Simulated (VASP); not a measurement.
# MoP (P-6m2) in VASP: a series of runs

The runs below take MoP through relaxation of shape and atoms at fixed volume, with r2SCAN.

Everything below comes from runs of VASP 6.6.1. Logs are shortened: lines on timing, memory, paths and dates and some standing lists are left out, and cuts for length are marked.

### 1 The cell of the first run

Symmetry: P-6m2, No. 187, hexagonal system. The conventional cell has a = 3.122 Å, b = 3.122 Å, c = 3.108 Å, α = 90.00°, β = 90.00°, γ = 120.00°. Mo (site symmetry -6m2) has 6 P at 2.38 Å and 8 Mo at 3.11 to 3.12 Å within 3.2 Å. Within 3.2 Å of P (site symmetry -6m2) lie 6 Mo at 2.38 Å and 8 P at 3.11 to 3.12 Å.

### 2 Relaxation of shape and atoms at fixed volume, r2SCAN (13.12 Å³/atom)

Input file POSCAR:

```
MoP
1.0
    3.1221812793      0.0000000000      0.0000000000
   -1.5610906397      2.7038883031      0.0000000000
    0.0000000000      0.0000000000      3.1083965476
Mo P
1 1
Direct
    0.0000000000      0.0000000000      0.0000000000
    0.3333333333      0.6666666667      0.5000000000
```

Input file INCAR.step1:

```
PREC = Accurate ; ENCUT = 550
ISMEAR = 0 ; SIGMA = 0.1
LREAL = F ; LASPH = T
NELM = 120 ; GGA = PE
ALGO = Normal ; EDIFF = 1E-5
LWAVE = T ; LCHARG = F
GGA_COMPAT = F ; IBRION = 2
ISIF = 3 ; EDIFFG = -0.005
NELMIN = 4 ; NSW = 100
```

Input file INCAR.step2:

```
PREC = Accurate ; ENCUT = 550
EDIFF = 1E-7 ; ISMEAR = 0
SIGMA = 0.1 ; LREAL = F
LASPH = T ; NELM = 120
ALGO = Normal ; ISIF = 4
LWAVE = F ; LCHARG = F
METAGGA = R2SCAN ; LMIXTAU = T
IBRION = 2 ; NSW = 50
EDIFFG = -0.01 ; ISTART = 1
GGA_COMPAT = F ; NELMIN = 4
```

Input file KPOINTS:

```
regular mesh
0
Gamma
  15 15 14
```

Potentials or basis: VASP PAW PBE potentials, release 64 (Mo_sv, P).

The run is started by

```
cat potpaw_PBE.64/Mo_sv/POTCAR potpaw_PBE.64/P/POTCAR > POTCAR
cp INCAR.step1 INCAR
mpirun -np 1 vasp_std > vasp.out
cp INCAR.step2 INCAR
mpirun -np 1 vasp_std > vasp.out
```

OUTCAR:

```text
PREC = Accurate
   ENCUT = 550
   EDIFF = 1E-7
   ISMEAR = 0
   LREAL = F
   LASPH = T
   NELM = 120
   ISIF = 4
   METAGGA = R2SCAN
   IBRION = 2
   NSW = 50
   EDIFFG = -0.01
   ISTART = 1
   NELMIN = 4

 ion  position               nearest neighbor table
   1  0.000  0.000  0.000-   2 2.38   2 2.38   2 2.38   2 2.38   2 2.38   2 2.38
   2  0.333  0.667  0.500-   1 2.38   1 2.38   1 2.38   1 2.38   1 2.38   1 2.38

  LATTYP: Found a hexagonal cell.
 ALAT       =     3.1221812793
 C/A-ratio  =     0.9955849035

  Lattice vectors:

 A1 = (   3.1221812793,   0.0000000000,   0.0000000000)
 A2 = (  -1.5610906397,   2.7038883031,   0.0000000000)
 A3 = (   0.0000000000,   0.0000000000,   3.1083965476)

Analysis of symmetry for initial positions (statically):
=====================================================================
 Subroutine PRICEL returns:
 Original cell was already a primitive cell.

 Routine SETGRP: Setting up the symmetry group for a
 hexagonal supercell.

 Subroutine GETGRP returns: Found 12 space group operations
 (whereof 12 operations were pure point group operations)
 out of a pool of 24 trial point group operations.

The static configuration has the point symmetry D_3h.

Analysis of symmetry for dynamics (positions and initial velocities):
=====================================================================
 Subroutine PRICEL returns:
 Original cell was already a primitive cell.

 Routine SETGRP: Setting up the symmetry group for a
 hexagonal supercell.

 Subroutine GETGRP returns: Found 12 space group operations
 (whereof 12 operations were pure point group operations)
 out of a pool of 24 trial point group operations.

The dynamic configuration has the point symmetry D_3h.

 Subroutine INISYM returns: Found 12 space group operations
 (whereof 12 operations are pure point group operations),
 and found     1 'primitive' translations

----------------------------------------------------------------------------------------

                                     Primitive cell

  volume of cell :      26.2412

  direct lattice vectors                    reciprocal lattice vectors
     3.122181279  0.000000000  0.000000000     0.320288898  0.184918881  0.000000000
    -1.561090640  2.703888303  0.000000000     0.000000000  0.369837762  0.000000000
     0.000000000  0.000000000  3.108396548     0.000000000  0.000000000  0.321709275

  length of vectors
     3.122181279  3.122181279  3.108396548     0.369837762  0.369837762  0.321709275

[... 103 lines left out ...]
  Thomas-Fermi vector in A             =   2.585352
   LORBIT       =      0    0 simple, 1 ext, 2 COOP (PROOUT), +10 PAW based schemes
   METAGGA = R2SCAN    functional components
   LHFCALC =     F    Hartree Fock is set to
   AEXX    =    0.0000 exact exchange contribution
   IVDW    =     0    specifies the selected vdW correction
   LEPSILON=     F    determine dielectric tensor
   LRPA    =     F    only Hartree local field effects (RPA)
 conjugate gradient relaxation of ions
 non-spin polarized calculation
 Gauss-broadening in eV      SIGMA  =   0.10
  energy-cutoff  :      550.00
  volume of cell :       26.24
 maximum number of plane-waves:       804
 NGX is ok and might be reduce to    24
   NGX = 11   NGY = 11   NGZ = 11

--------------------------------------- Ionic step        1  -------------------------------------------

 number of electron      19.0000002 magnetization

 Free energy of the ion-electron system (eV)
  ---------------------------------------------------
  ext. energy  EPLUGINS =         0.00000000
  ---------------------------------------------------
  free energy    TOTEN  =       -36.26178676 eV

  energy without entropy =      -36.25789917  energy(sigma->0) =      -36.25984296

------------------------ aborting loop because EDIFF is reached ----------------------------------------

  FORCE on cell =-STRESS in cart. coord.  units (eV):
  Direction    XX          YY          ZZ          XY          YZ          ZX
  --------------------------------------------------------------------------------------
  -------------------------------------------------------------------------------------
  Total        4.2481193      4.2481193      4.6336888     -0.0000000      0.0000000      0.0000000
  in kB      259.3725455    259.3725455    282.9138214     -0.0000000      0.0000000      0.0000000
  external PRESSURE =     267.2196374 kB  Pullay stress =       0.0000000 kB
[... 59 lines left out ...]
--------------------------------------- Ionic step        3  -------------------------------------------

 number of electron      19.0000002 magnetization

 Free energy of the ion-electron system (eV)
  ---------------------------------------------------
  ext. energy  EPLUGINS =         0.00000000
  ---------------------------------------------------
  free energy    TOTEN  =       -36.26263694 eV

  energy without entropy =      -36.25877147  energy(sigma->0) =      -36.26070420

 E-fermi :  13.3564     XC(G=0): -14.0675

 val. band max:       13.3504836123   @ k =   0.0667   0.0000   0.0714
 cond. band min:      13.3601448607   @ k =   0.3333   0.0000   0.2143
 fundamental gap:      0.0096612484
 Fermi energy:        13.3563960816

 k-point     1 :       0.0000    0.0000    0.0000
  band No.  band energies     occupation
      1     -49.7119      2.00000
      2     -23.1787      2.00000
      3     -22.9027      2.00000
      4     -22.9027      2.00000
      5      -1.9356      2.00000
      6       8.4618      2.00000
      7       9.6070      2.00000
      8       9.6070      2.00000
      9      12.5049      2.00000
     10      13.6491      0.00003
     11      13.6491      0.00003
     12      18.1713      0.00000
     13      18.1713      0.00000
[... 354 lines left out ...]
  band No.  band energies     occupation
      1     -49.6478      2.00000
      2     -23.3831      2.00000
      3     -23.1438      2.00000
      4     -23.0948      2.00000
      5       1.5549      2.00000
      6       5.6095      2.00000
      7       8.1289      2.00000
      8       8.7957      2.00000
      9      11.8118      2.00000
     10      12.5375      2.00000
     11      14.4765      0.00000
     12      15.5415      0.00000
     13      20.3732      0.00000

 [... further k-points ...]

------------------------ aborting loop because EDIFF is reached ----------------------------------------

  FORCE on cell =-STRESS in cart. coord.  units (eV):
  Direction    XX          YY          ZZ          XY          YZ          ZX
  --------------------------------------------------------------------------------------
  -------------------------------------------------------------------------------------
  Total        4.3236132      4.3236132      4.3242218     -0.0000000      0.0000000      0.0000000
  in kB      263.9818902    263.9818902    264.0190519     -0.0000000      0.0000000      0.0000000
  external PRESSURE =     263.9942774 kB  Pullay stress =       0.0000000 kB
[... 17 lines left out ...]
  FREE ENERGIE OF THE ION-ELECTRON SYSTEM (eV)
  ---------------------------------------------------
  free  energy   TOTEN  =       -36.2626369378 eV

  energy  without entropy=      -36.2587714669  energy(sigma->0) =      -36.26070420

 reached required accuracy - stopping structural energy minimisation
```

Run time: 9.4 min. Hardware: 1 thread of AMD EPYC 9R45 (Zen 5), shared host; peak memory 0.19 GiB.

Results:

```
Free energy               : -36.2626 eV
Energy gained by relaxing : 0.4 meV/atom
Ionic steps               : 3
Pressure after relaxing   : 26.4 GPa
Band gap on the k mesh    : zero (an odd number of electrons rules out a gap without spin polarisation)
```

Step by step:
```tsv
step	energy change (eV)	largest force (eV/Å)	pressure (GPa)	volume (Å³)
1	0.0000	0.0000	26.72	26.24
2	-0.0007	0.0000	26.27	26.24
3	-0.0009	0.0000	26.40	26.24
```

Final structure:
```
CELL_PARAMETERS angstrom
3.11529 0.00000 0.00000
-1.55764 2.69792 0.00000
0.00000 0.00000 3.12217
ATOMIC_POSITIONS crystal
Mo 0.00000 0.00000 0.00000
P 0.33333 0.66667 0.50000
```

Levels at points of the mesh, in eV from the Fermi level:
| k point | band 6 | band 7 | band 8 | band 9 | band 10 | band 11 | band 12 | band 13 |
| --- | --- | --- | --- | --- | --- | --- | --- | --- |
| (0.00, 0.00, 0.00) | -4.89 | -3.75 | -3.75 | -0.85 | 0.29 | 0.29 | 4.81 | 4.81 |
| (0.00, 0.00, 0.50) | -8.80 | -3.11 | -3.11 | -1.99 | -1.99 | 1.58 | 3.32 | 3.32 |

Caveat: the PAW data sets were made with another functional, which shifts forces and pressure a little.

### 3 Relaxation of shape and atoms at fixed volume, r2SCAN (13.55 Å³/atom)

This run uses another cell than the first one, of 13.55 Å³/atom.

Input file POSCAR:

```
MoP
1.0
    3.1627222540      0.0000000000      0.0000000000
   -1.5813611270      2.7389978171      0.0000000000
    0.0000000000      0.0000000000      3.1290824088
Mo P
1 1
Direct
    0.0000000000      0.0000000000      0.0000000000
    0.3333333333      0.6666666667      0.5000000000
```

Input file INCAR.step1:

```
SYSTEM = MoP
PREC = Accurate
ENCUT = 550
ISMEAR = 0
SIGMA = 0.1
LREAL = .False.
LASPH = .True.
NELM = 120
GGA = PE
ALGO = Normal
EDIFF = 1E-5
LWAVE = .True.
LCHARG = .False.
GGA_COMPAT = .False.
IBRION = 2
ISIF = 3
EDIFFG = -0.005
NELMIN = 4
NSW = 100
```

Input file INCAR.step2:

```
SYSTEM = MoP
PREC = Accurate
ENCUT = 550
EDIFF = 1E-7
ISMEAR = 0
SIGMA = 0.1
LREAL = .False.
LASPH = .True.
NELM = 120
ALGO = Normal
ISIF = 4
LWAVE = .False.
LCHARG = .False.
METAGGA = R2SCAN
LMIXTAU = .True.
IBRION = 2
NSW = 50
EDIFFG = -0.01
ISTART = 1
GGA_COMPAT = .False.
NELMIN = 4
```

Input file KPOINTS:

```
Automatic mesh
0
Gamma
  15 15 14
  0 0 0
```

Potentials or basis: VASP PAW PBE potentials, release 64 (Mo_sv, P).

The run is started by

```
cat potpaw_PBE.64/Mo_sv/POTCAR potpaw_PBE.64/P/POTCAR > POTCAR
cp INCAR.step1 INCAR
mpirun -np 1 vasp_std > vasp.out
cp INCAR.step2 INCAR
mpirun -np 1 vasp_std > vasp.out
```

OUTCAR:

```text
SYSTEM = MoP
   PREC = Accurate
   ENCUT = 550
   EDIFF = 1E-7
   ISMEAR = 0
   LREAL = .False.
   LASPH = .True.
   NELM = 120
   ISIF = 4
   METAGGA = R2SCAN
   IBRION = 2
   NSW = 50
   EDIFFG = -0.01
   ISTART = 1
   NELMIN = 4

 ion  position               nearest neighbor table
   1  0.000  0.000  0.000-   2 2.40   2 2.40   2 2.40   2 2.40   2 2.40   2 2.40
   2  0.333  0.667  0.500-   1 2.40   1 2.40   1 2.40   1 2.40   1 2.40   1 2.40

  LATTYP: Found a hexagonal cell.
 ALAT       =     3.1627222540
 C/A-ratio  =     0.9893636423

  Lattice vectors:

 A1 = (   3.1627222540,   0.0000000000,   0.0000000000)
 A2 = (  -1.5813611270,   2.7389978171,   0.0000000000)
[... 267 lines left out ...]
  band No.  band energies     occupation
      1     -50.2695      2.00000
      2     -23.7157      2.00000
      3     -23.4743      2.00000
      4     -23.4743      2.00000
      5      -2.2280      2.00000
      6       8.1621      2.00000
      7       9.1534      2.00000
      8       9.1534      2.00000
      9      12.0100      2.00000
     10      13.1057      0.00004
     11      13.1057      0.00004
     12      17.4674      0.00000
     13      17.4674      0.00000
[... 354 lines left out ...]
  band No.  band energies     occupation
      1     -50.2158      2.00000
      2     -23.8923      2.00000
      3     -23.6843      2.00000
      4     -23.6438      2.00000
      5       1.0797      2.00000
      6       5.2742      2.00000
      7       7.7649      2.00000
      8       8.4574      2.00000
      9      11.3966      2.00000
     10      11.9946      2.00000
     11      13.8937      0.00000
     12      14.8661      0.00000
     13      19.6065      0.00000

 [... further k-points ...]

------------------------ aborting loop because EDIFF is reached ----------------------------------------

  FORCE on cell =-STRESS in cart. coord.  units (eV):
  Direction    XX          YY          ZZ          XY          YZ          ZX
  --------------------------------------------------------------------------------------
  -------------------------------------------------------------------------------------
  Total        2.7519359      2.7519359      2.7525373      0.0000000      0.0000000      0.0000000
  in kB      162.6593984    162.6593984    162.6949416      0.0000000      0.0000000      0.0000000
  external PRESSURE =     162.6712461 kB  Pullay stress =       0.0000000 kB
[... 17 lines left out ...]
  FREE ENERGIE OF THE ION-ELECTRON SYSTEM (eV)
  ---------------------------------------------------
  free  energy   TOTEN  =       -36.3774476941 eV

  energy  without entropy=      -36.3734209760  energy(sigma->0) =      -36.37543434

 reached required accuracy - stopping structural energy minimisation
```

OUTCAR.step1:

```text
SYSTEM = MoP
   PREC = Accurate
   ENCUT = 550
   ISMEAR = 0
   LREAL = .False.
   LASPH = .True.
   NELM = 120
   GGA = PE
   EDIFF = 1E-5
   IBRION = 2
   ISIF = 3
   EDIFFG = -0.005
   NELMIN = 4
   NSW = 100
[... 785 lines left out ...]
      2     -23.6248      2.00000
      3     -23.4330      2.00000
      4     -23.4330      2.00000
      5      -2.1125      2.00000
      6       7.6254      2.00000
      7       8.4367      2.00000
      8       8.4367      2.00000
      9      11.0558      2.00000
     10      11.9970      0.00004
     11      11.9970      0.00004
     12      15.7946      0.00000
     13      15.7946      0.00000
[... 397 lines left out ...]
  FREE ENERGIE OF THE ION-ELECTRON SYSTEM (eV)
  ---------------------------------------------------
  free  energy   TOTEN  =       -17.6686645137 eV

  energy  without entropy=      -17.6637217110  energy(sigma->0) =      -17.66619311

 reached required accuracy - stopping structural energy minimisation
```

OSZICAR.step1:

```text
N       E                     dE             d eps       ncg     rms          rms(c)
DAV:   1     0.130844681384E+03    0.13084E+03   -0.10547E+04  5632   0.146E+03
DAV:   2    -0.148999020605E+02   -0.14574E+03   -0.14262E+03  6581   0.376E+02
[... 75 lines left out ...]
  10 F= -.17668662E+02 E0= -.17666190E+02  d E =-.180940E-04
       N       E                     dE             d eps       ncg     rms          rms(c)
DAV:   1    -0.176686778721E+02   -0.94370E-05   -0.35695E-04  5816   0.239E-01    0.380E-02
DAV:   2    -0.176686646153E+02    0.13257E-04   -0.62241E-05  5801   0.823E-02    0.100E-02
DAV:   3    -0.176686639933E+02    0.62203E-06   -0.22251E-06  2808   0.124E-02    0.599E-03
DAV:   4    -0.176686645137E+02   -0.52039E-06   -0.14676E-06  2808   0.108E-02
  11 F= -.17668665E+02 E0= -.17666193E+02  d E =-.201601E-04
```

It took 8.5 min on 1 thread of AMD EPYC 9R45 (Zen 5), shared host; peak memory 0.19 GiB.

What came out:

| Item | Value |
| --- | --- |
| Free energy | -36.3774 eV |
| Energy gained by relaxing | 0.4 meV/atom |
| Ionic steps | 3 |
| Pressure after relaxing | 16.3 GPa |
| Band gap on the k mesh | zero (an odd number of electrons rules out a gap without spin polarisation) |

Step by step:
```
step  energy change (eV)  largest force (eV/Å)  pressure (GPa)  volume (Å³)
   1              0.0000                0.0000           16.56        27.11
   2             -0.0006                0.0000           16.16        27.11
   3             -0.0008                0.0000           16.27        27.11
```

Final structure:
```cif
data_structure
_symmetry_space_group_name_H-M 'P 1'
_symmetry_Int_Tables_number 1
_cell_length_a 3.1561
_cell_length_b 3.1561
_cell_length_c 3.1422
_cell_angle_alpha 90.000
_cell_angle_beta 90.000
_cell_angle_gamma 120.000
_cell_volume 27.11
loop_
_atom_site_label
_atom_site_type_symbol
_atom_site_fract_x
_atom_site_fract_y
_atom_site_fract_z
_atom_site_occupancy
Mo1 Mo 0.00000 0.00000 0.00000 1
P1 P 0.33333 0.66667 0.50000 1
```

Caveat: the PAW data sets were made with another functional, which shifts forces and pressure a little.
